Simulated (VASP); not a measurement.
# CsSmF4 (P4/mmm) in VASP: further runs

The runs below take CsSmF4 through single point, relaxation of cell and atoms, with PBE.

Program: VASP 6.6.1. These are calculated values, not measurements. Logs are shortened: lines on timing, memory, paths and dates and some standing lists are left out, and cuts for length are marked.

## Step 1: The cell of the first run

It takes space group P4/mmm (No. 123, tetragonal). The conventional cell has a = 6.110 Å, b = 6.110 Å, c = 3.271 Å, α = 90.00°, β = 90.00°, γ = 90.00°. Cs (site symmetry 4/mmm) has 2 Cs at 3.27 Å and 16 F at 3.71 Å and 4 Sm at 4.32 Å within 4.4 Å. Sm (site symmetry 4/mmm) has 8 F at 2.38 Å within 3.1 Å. Within 3.1 Å of F (site symmetry m2m) lie 2 Sm at 2.38 Å and 3 F at 2.45 to 2.64 Å.

The cell was generated, and may not be a known phase.

## Step 2: Single point, PBE

Contents of INCAR:

```
PREC = Accurate
ENCUT = 600
EDIFF = 1E-6
ISMEAR = 0
SIGMA = 0.1
LREAL = F
LASPH = T
NELM = 200
ALGO = Normal
ISIF = 2
LWAVE = F
LCHARG = T
GGA = PE
LELF = T
LVHAR = T
NBANDS = 33
GGA_COMPAT = F
LMAXMIX = 6
```

Contents of KPOINTS:

```
Automatic mesh
0
Gamma
  4 4 4
```

Contents of POSCAR:

```
CsSmF4
1.0
    6.1102516655      0.0000000000      0.0000000000
    0.0000000000      6.1102516655      0.0000000000
    0.0000000000      0.0000000000      3.2712120469
Cs Sm F
1 1 4
Direct
    0.0000000000      0.0000000000      0.0000000000
    0.5000000000      0.5000000000      0.0000000000
    0.7836138038      0.5000000000      0.5000000000
    0.2163861962      0.5000000000      0.5000000000
    0.5000000000      0.7836138038      0.5000000000
    0.5000000000      0.2163861962      0.5000000000
```

Potentials or basis: VASP PAW PBE potentials, release 64 (Cs_sv, Sm_3, F), 4f in core.

Launch:

```
> cat potpaw_PBE.64/Cs_sv/POTCAR potpaw_PBE.64/Sm_3/POTCAR potpaw_PBE.64/F/POTCAR > POTCAR
> mpirun -np 1 vasp_std > vasp.out
```

OUTCAR:

```text
PREC = Accurate
   ENCUT = 600
   EDIFF = 1E-6
   ISMEAR = 0
   LREAL = F
   LASPH = T
   NELM = 200
   ISIF = 2
   GGA = PE

 ion  position               nearest neighbor table
   1  0.000  0.000  0.000-
   2  0.500  0.500  0.000-   3 2.38   4 2.38   5 2.38   6 2.38   3 2.38   4 2.38   5 2.38   6 2.38

   3  0.784  0.500  0.500-   2 2.38   2 2.38
   4  0.216  0.500  0.500-   2 2.38   2 2.38
   5  0.500  0.784  0.500-   2 2.38   2 2.38
   6  0.500  0.216  0.500-   2 2.38   2 2.38

  LATTYP: Found a simple tetragonal cell.
 ALAT       =     6.1102516655
 C/A-ratio  =     0.5353645359

  Lattice vectors:

 A1 = (   6.1102516655,   0.0000000000,   0.0000000000)
 A2 = (   0.0000000000,   6.1102516655,   0.0000000000)
 A3 = (   0.0000000000,   0.0000000000,   3.2712120469)

Analysis of symmetry for initial positions (statically):
=====================================================================
 Subroutine PRICEL returns:
 Original cell was already a primitive cell.

 Routine SETGRP: Setting up the symmetry group for a
 simple tetragonal supercell.

 Subroutine GETGRP returns: Found 16 space group operations
 (whereof 16 operations were pure point group operations)
 out of a pool of 16 trial point group operations.

The static configuration has the point symmetry D_4h.

Analysis of symmetry for dynamics (positions and initial velocities):
=====================================================================
 Subroutine PRICEL returns:
 Original cell was already a primitive cell.

 Routine SETGRP: Setting up the symmetry group for a
 simple tetragonal supercell.

 Subroutine GETGRP returns: Found 16 space group operations
 (whereof 16 operations were pure point group operations)
 out of a pool of 16 trial point group operations.

The dynamic configuration has the point symmetry D_4h.

 Subroutine INISYM returns: Found 16 space group operations
 (whereof 16 operations are pure point group operations),
 and found     1 'primitive' translations

----------------------------------------------------------------------------------------

                                     Primitive cell
[... 89 lines left out ...]
   LASPH  =      T    aspherical Exc in radial PAW
   ENCUT  =  600.0 eV  44.10 Ry    6.64 a.u.  12.20 12.20  6.53*2*pi/ulx,y,z
   NELM   =    200;   NELMIN=  2; NELMDL= -5     # of ELM steps
   EDIFF  = 0.1E-05   stopping-criterion for ELM
   LREAL  =      F    real-space projection
   EDIFFG = 0.1E-04   stopping-criterion for IOM
   NSW    =      0    number of steps for IOM
   IBRION =     -1    ionic relax: 0-MD 1-quasi-New 2-CG
   NFREE  =      0    steps in history (QN), initial steepest desc. (CG)
   ISIF   =      2    stress and relaxation
   ISYM   =      2    0-nonsym 1-usesym 2-fastsym
   POTIM  = 0.5000    time-step for ionic-motion
   TEBEG  =    0.0;   TEEND  =   0.0 temperature during run
   PSTRESS=    0.0 pullay stress
   NELECT =      48.0000    total number of electrons
   NUPDOWN=      -1.0000    fix difference up-down
   EMIN   =  10.00;   EMAX   =-10.00  energy-range for DOS
   EFERMI =   0.00;   METHOD = LEGACY
   ISMEAR =     0;   SIGMA  =   0.10  broadening in eV -4-tet -1-fermi 0-gaus
   EFERMI_NEDOS =   21; number of points for ismear=-14 and -15
   IALGO  =     38    algorithm
   IMIX   =      4    mixing-type and parameters
     AMIX     =   0.40;   BMIX     =  1.00
     AMIX_MAG =   1.60;   BMIX_MAG =  1.00
  volume/ion in A,a.u.               =      20.36       137.36
  Fermi-wavevector in a.u.,A,eV,Ry     =   1.199167  2.266097 19.565193  1.438001
  Thomas-Fermi vector in A             =   2.335037
   LORBIT       =      0    0 simple, 1 ext, 2 COOP (PROOUT), +10 PAW based schemes
   GGA     = PE    functional components
   LHFCALC =     F    Hartree Fock is set to
   AEXX    =    0.0000 exact exchange contribution
   IVDW    =     0    specifies the selected vdW correction
   LEPSILON=     F    determine dielectric tensor
   LRPA    =     F    only Hartree local field effects (RPA)
 non-spin polarized calculation
 Gauss-broadening in eV      SIGMA  =   0.10
  energy-cutoff  :      600.00
  volume of cell :      122.13
 maximum number of plane-waves:      4140
 NGX is ok and might be reduce to    50
   NGX = 25   NGY = 25   NGZ = 13

 number of electron      48.0000011 magnetization

 Free energy of the ion-electron system (eV)
  ---------------------------------------------------
  ext. energy  EPLUGINS =         0.00000000
  ---------------------------------------------------
  free energy    TOTEN  =       -32.40671826 eV

  energy without entropy =      -32.40671826  energy(sigma->0) =      -32.40671826

 E-fermi :  -0.6977     XC(G=0):  -8.6181

 val. band max:       -1.1299314466   @ k =   0.0000   0.0000   0.5000
 cond. band min:       3.5844726245   @ k =   0.0000   0.0000   0.0000
 fundamental gap:      4.7144040711
 Fermi energy:        -0.6976588090

 k-point     1 :       0.0000    0.0000    0.0000
  band No.  band energies     occupation
      1     -39.3178      2.00000
      2     -21.6426      2.00000
      3     -21.6151      2.00000
      4     -21.6151      2.00000
      5     -21.3582      2.00000
      6     -20.8182      2.00000
[... 637 lines left out ...]
     32       8.1769      0.00000
     33       9.1113      0.00000

------------------------ aborting loop because EDIFF is reached ----------------------------------------

  FORCE on cell =-STRESS in cart. coord.  units (eV):
  Direction    XX          YY          ZZ          XY          YZ          ZX
  --------------------------------------------------------------------------------------
  -------------------------------------------------------------------------------------
  Total        0.3569041      0.3569041      0.4431601      0.0000000      0.0000000      0.0000000
  in kB        4.6820409      4.6820409      5.8135898      0.0000000      0.0000000      0.0000000
  external PRESSURE =       5.0592239 kB  Pullay stress =       0.0000000 kB

 VOLUME and BASIS-vectors are now :
 -----------------------------------------------------------------------------
  energy-cutoff  :      600.00
  volume of cell :      122.13
      direct lattice vectors                 reciprocal lattice vectors
     6.110251665  0.000000000  0.000000000     0.163659380  0.000000000  0.000000000
     0.000000000  6.110251665  0.000000000     0.000000000  0.163659380  0.000000000
     0.000000000  0.000000000  3.271212047     0.000000000  0.000000000  0.305697089

 POSITION                                       TOTAL-FORCE (eV/Angst)
 -----------------------------------------------------------------------------------
      0.00000      0.00000      0.00000         0.000000      0.000000      0.000000
      3.05513      3.05513      0.00000         0.000000      0.000000      0.000000
      4.78808      3.05513      1.63561         0.071116      0.000000      0.000000
      1.32217      3.05513      1.63561        -0.071116      0.000000      0.000000
      3.05513      4.78808      1.63561        -0.000000      0.071116      0.000000
      3.05513      1.32217      1.63561         0.000000     -0.071116      0.000000
 -----------------------------------------------------------------------------------
    total drift:                                0.000000     -0.000000      0.000000

  FREE ENERGIE OF THE ION-ELECTRON SYSTEM (eV)
  ---------------------------------------------------
  free  energy   TOTEN  =       -32.4067182623 eV

  energy  without entropy=      -32.4067182623  energy(sigma->0) =      -32.40671826
```

Wall time 45 s (1 thread of Intel Xeon 6975P-C (Granite Rapids), shared host); peak memory 0.29 GiB.

What came out:

| Property | Result |
| --- | --- |
| Free energy | -32.4067 eV |
| Pressure | 0.5 GPa |
| Largest force | 0.071 eV/Å |
| Band gap on the k mesh | 4.71 eV (least direct gap 4.77 eV) |

Forces on the atoms (eV/Å):
```
Cs   0.000  0.000  0.000
Sm   0.000  0.000  0.000
F    0.071  0.000  0.000
F   -0.071  0.000  0.000
F    0.000  0.071  0.000
F    0.000 -0.071  0.000
```

Stress tensor (GPa, compression positive):
```
0.47 0.00 0.00
0.00 0.47 0.00
0.00 0.00 0.58
```

Levels at points of the mesh, in eV from the valence-band top:
```csv
k point,band 22,band 23,band 24,band 25,band 26,band 27
"(0.00, 0.00, 0.00)",-0.35,-0.35,-0.06,4.71,5.43,6.14
"(0.50, 0.00, 0.00)",-0.64,-0.33,-0.17,5.27,5.50,6.54
"(0.50, 0.50, 0.00)",-0.79,-0.35,-0.19,4.91,5.47,6.76
"(0.00, 0.00, 0.50)",-0.61,-0.61,0.00,5.55,5.96,5.96
"(0.50, 0.00, 0.50)",-0.42,-0.32,-0.11,5.63,5.99,6.01
"(0.50, 0.50, 0.50)",-0.73,-0.23,-0.01,5.52,5.73,5.73
```

Caveat: the k points lie up to 0.48 Å⁻¹ apart; spin-orbit coupling is left out, which moves the levels of the heavy elements; the 4f electrons are frozen in the core, so they carry no moment and show no levels.

## Step 3: Single point, PBE

This run uses another cell than the first one, of 22.64 Å³/atom.

Contents of INCAR:

```
  PREC = Accurate
  ENCUT = 600
  EDIFF = 1E-6
  ISMEAR = 0
  SIGMA = 0.1
  LREAL = F
  LASPH = T
  NELM = 200
  ALGO = Normal
  ISIF = 2
  LWAVE = F
  LCHARG = T
  GGA = PE
  LELF = T
  LVHAR = T
  NBANDS = 33
  GGA_COMPAT = F
  LMAXMIX = 6
```

KPOINTS is that of step 2.

Contents of POSCAR:

```
CsSmF4
1.0
    4.8583072800      0.0000000000      0.0000000000
    0.0000000000      4.8583072800      0.0000000000
    0.0000000000      0.0000000000      5.7555869300
Cs Sm F
1 1 4
Direct
    0.0000000000      0.0000000000      0.0000000000
    0.5000000000      0.5000000000      0.0000000000
    0.8785813300      0.5000000000      0.5000000000
    0.1214186700      0.5000000000      0.5000000000
    0.5000000000      0.8785813300      0.5000000000
    0.5000000000      0.1214186700      0.5000000000
```

Potentials or basis: VASP PAW PBE potentials, release 64 (Cs_sv, Sm_3, F), 4f in core.

Launch:

```
> cat potpaw_PBE.64/Cs_sv/POTCAR potpaw_PBE.64/Sm_3/POTCAR potpaw_PBE.64/F/POTCAR > POTCAR
> mpirun -np 1 vasp_std > vasp.out
```

OUTCAR:

```text
PREC = Accurate
   ENCUT = 600
   EDIFF = 1E-6
   ISMEAR = 0
   LREAL = F
   LASPH = T
   NELM = 200
   ISIF = 2
   GGA = PE

 ion  position               nearest neighbor table
   1  0.000  0.000  0.000-   2 3.44   2 3.44   2 3.44   2 3.44
   2  0.500  0.500  0.000-   1 3.44   1 3.44   1 3.44   1 3.44
   3  0.879  0.500  0.500-   4 1.18
   4  0.121  0.500  0.500-   3 1.18
   5  0.500  0.879  0.500-   6 1.18
   6  0.500  0.121  0.500-   5 1.18

  LATTYP: Found a simple tetragonal cell.
 ALAT       =     4.8583072800
 C/A-ratio  =     1.1846897691

  Lattice vectors:

 A1 = (   4.8583072800,   0.0000000000,   0.0000000000)
 A2 = (   0.0000000000,   4.8583072800,   0.0000000000)
 A3 = (   0.0000000000,   0.0000000000,   5.7555869300)

Analysis of symmetry for initial positions (statically):
=====================================================================
 Subroutine PRICEL returns:
 Original cell was already a primitive cell.

 Routine SETGRP: Setting up the symmetry group for a
 simple tetragonal supercell.

[... 170 lines left out ...]
 val. band max:        3.5009108327   @ k =   0.2500   0.2500   0.5000
 cond. band min:       3.5662492535   @ k =   0.5000   0.2500   0.2500
 fundamental gap:      0.0653384208
 Fermi energy:         3.5575714064

 k-point     1 :       0.0000    0.0000    0.0000
  band No.  band energies     occupation
      1     -39.0437      2.00000
      2     -32.8489      2.00000
      3     -32.7691      2.00000
      4     -20.1127      2.00000
      5     -20.1127      2.00000
      6     -19.9861      2.00000
[... 637 lines left out ...]
     32       6.9212      0.00000
     33       7.3273      0.00000

------------------------ aborting loop because EDIFF is reached ----------------------------------------

  FORCE on cell =-STRESS in cart. coord.  units (eV):
  Direction    XX          YY          ZZ          XY          YZ          ZX
  --------------------------------------------------------------------------------------
  -------------------------------------------------------------------------------------
  Total       30.8434907     30.8434907      2.2103565      0.0000000      0.0000000      0.0000000
  in kB      363.7596548    363.7596548     26.0683375      0.0000000      0.0000000      0.0000000
  external PRESSURE =     251.1958824 kB  Pullay stress =       0.0000000 kB

 VOLUME and BASIS-vectors are now :
 -----------------------------------------------------------------------------
  energy-cutoff  :      600.00
  volume of cell :      135.85
      direct lattice vectors                 reciprocal lattice vectors
     4.858307280  0.000000000  0.000000000     0.205833008  0.000000000  0.000000000
     0.000000000  4.858307280  0.000000000     0.000000000  0.205833008  0.000000000
     0.000000000  0.000000000  5.755586930     0.000000000  0.000000000  0.173744227

 POSITION                                       TOTAL-FORCE (eV/Angst)
 -----------------------------------------------------------------------------------
      0.00000      0.00000      0.00000        -0.000000     -0.000000      0.000000
      2.42915      2.42915      0.00000        -0.000000     -0.000000      0.000000
      4.26842      2.42915      2.87779       -22.717180     -0.000000      0.000000
      0.58989      2.42915      2.87779        22.717180     -0.000000     -0.000000
      2.42915      4.26842      2.87779        -0.000000    -22.717180     -0.000000
      2.42915      0.58989      2.87779         0.000000     22.717180      0.000000
 -----------------------------------------------------------------------------------
    total drift:                               -0.000000     -0.000000     -0.000000

  FREE ENERGIE OF THE ION-ELECTRON SYSTEM (eV)
  ---------------------------------------------------
  free  energy   TOTEN  =        -4.6201315871 eV

  energy  without entropy=       -4.5952407985  energy(sigma->0) =       -4.60768619
```

OSZICAR:

```text
N       E                     dE             d eps       ncg     rms          rms(c)
DAV:   1     0.451300759484E+03    0.45130E+03   -0.26638E+04  1188   0.151E+03
DAV:   2     0.259930925782E+02   -0.42531E+03   -0.40546E+03  1462   0.349E+02
DAV:   3    -0.703814619476E+01   -0.33031E+02   -0.32431E+02  1465   0.991E+01
DAV:   4    -0.762737725408E+01   -0.58923E+00   -0.58603E+00  1463   0.135E+01
DAV:   5    -0.764021411406E+01   -0.12837E-01   -0.12826E-01  1470   0.180E+00    0.120E+01
DAV:   6    -0.515321726592E+01    0.24870E+01   -0.15588E+00  1613   0.919E+00    0.652E+00
DAV:   7    -0.462357546424E+01    0.52964E+00   -0.14135E+00  1540   0.682E+00    0.181E+00
DAV:   8    -0.462041754502E+01    0.31579E-02   -0.17121E-01  1354   0.223E+00    0.697E-01
DAV:   9    -0.461880102088E+01    0.16165E-02   -0.13104E-02  1474   0.613E-01    0.315E-01
DAV:  10    -0.461975148450E+01   -0.95046E-03   -0.21714E-03  1357   0.315E-01    0.660E-02
DAV:  11    -0.462006656186E+01   -0.31508E-03   -0.49723E-04  1422   0.123E-01    0.293E-02
DAV:  12    -0.462012543221E+01   -0.58870E-04   -0.66829E-05  1377   0.468E-02    0.734E-03
DAV:  13    -0.462013094323E+01   -0.55110E-05   -0.67118E-06  1387   0.162E-02    0.311E-03
DAV:  14    -0.462013158708E+01   -0.64386E-06   -0.70189E-07  1061   0.523E-03
   1 F= -.46201316E+01 E0= -.46076862E+01  d E =-.248908E-01
```

Run time: 45 s. Hardware: 1 thread of Intel Xeon 6975P-C (Granite Rapids), shared host; peak memory 0.3 GiB.

What came out:

```yaml
Free_energy: -4.6201 eV
Pressure: 25.1 GPa
Largest_force: 22.717 eV/Å
Band_gap_on_the_k_mesh: zero (bands 24 and 25 overlap by 0.75 eV)
```

Forces in eV/Å, atoms in the order of the input:
```
Cs    0.000   0.000   0.000
Sm    0.000   0.000   0.000
F   -22.717   0.000   0.000
F    22.717   0.000   0.000
F     0.000 -22.717   0.000
F     0.000  22.717   0.000
```

Stress tensor (GPa, compression positive):
```
36.38  0.00  0.00
 0.00 36.38  0.00
 0.00  0.00  2.61
```

Caveat: the standard files for N, O and F lose accuracy on very short bonds; the stress differs along the axes, from 3 to 36 GPa; spin-orbit coupling is left out, which moves the levels of the heavy elements; the 4f electrons are frozen in the core, so they carry no moment and show no levels; the run has no spin polarisation, though such a crystal can be magnetic; forces of over 1 eV/Å act on the atoms, so gaps and moduli don't describe the material at rest. With open d or f shells a metallic result of PBE can be an artefact of self-interaction; +U or a hybrid may open a gap.

## Step 4: Single point, PBE

Contents of INCAR:

```
PREC = Accurate ; ENCUT = 600
EDIFF = 1E-6 ; ISMEAR = 0
SIGMA = 0.1 ; LREAL = F
LASPH = T ; NELM = 200
ALGO = Normal ; ISIF = 2
LWAVE = F ; LCHARG = F
GGA = PE ; NBANDS = 33
GGA_COMPAT = F ; LMAXMIX = 6
```

Contents of KPOINTS:

```
Automatic mesh
0
Gamma
  4 4 6
```

Contents of POSCAR:

```
CsSmF4
1.0
    6.1102516655      0.0000000000      0.0000000000
    0.0000000000      6.1102516655      0.0000000000
    0.0000000000      0.0000000000      3.2712120469
Cs Sm F
1 1 4
Direct
    0.0000000000      0.0000000000      0.0000000000
    0.5000000000      0.5000000000      0.0000000000
    0.7836138038      0.5000000000      0.5000000000
    0.2163861962      0.5000000000      0.5000000000
    0.5000000000      0.7836138038      0.5000000000
    0.5000000000      0.2163861962      0.5000000000
```

Launch:

```
> cat potpaw_PBE.64/Cs_sv/POTCAR potpaw_PBE.64/Sm_3/POTCAR potpaw_PBE.64/F/POTCAR > POTCAR
> mpirun -np 1 vasp_std > vasp.out
```

Wall time 54 s (1 thread of Intel Xeon 6975P-C (Granite Rapids), shared host); peak memory 0.31 GiB.

It converged, with:

- Free energy: -32.4141 eV
- Pressure: 0.5 GPa
- Largest force: 0.071 eV/Å
- Band gap on the k mesh: 4.71 eV (least direct gap 4.77 eV)

Forces in eV/Å, atoms in the order of the input:
```
Cs   0.000  0.000  0.000
Sm   0.000  0.000  0.000
F    0.071  0.000  0.000
F   -0.071  0.000  0.000
F    0.000  0.071  0.000
F    0.000 -0.071  0.000
```

Levels at points of the mesh, in eV from the valence-band top:
| k point | band 22 | band 23 | band 24 | band 25 | band 26 | band 27 |
| --- | --- | --- | --- | --- | --- | --- |
| (0.00, 0.00, 0.00) | -0.35 | -0.35 | -0.06 | 4.71 | 5.43 | 6.14 |
| (0.50, 0.00, 0.00) | -0.64 | -0.33 | -0.17 | 5.27 | 5.50 | 6.54 |
| (0.50, 0.50, 0.00) | -0.79 | -0.35 | -0.19 | 4.91 | 5.47 | 6.76 |
| (0.00, 0.00, 0.50) | -0.61 | -0.61 | 0.00 | 5.55 | 5.96 | 5.96 |
| (0.50, 0.00, 0.50) | -0.42 | -0.32 | -0.11 | 5.63 | 5.99 | 6.00 |
| (0.50, 0.50, 0.50) | -0.73 | -0.23 | -0.01 | 5.52 | 5.73 | 5.73 |

Caveat: spin-orbit coupling is left out, which moves the levels of the heavy elements; the 4f electrons are frozen in the core, so they carry no moment and show no levels. A k mesh can miss the band edges.

[end of part 1 of 2]

The gap in the log of VASP goes by the Fermi energy; the results here count the filled bands.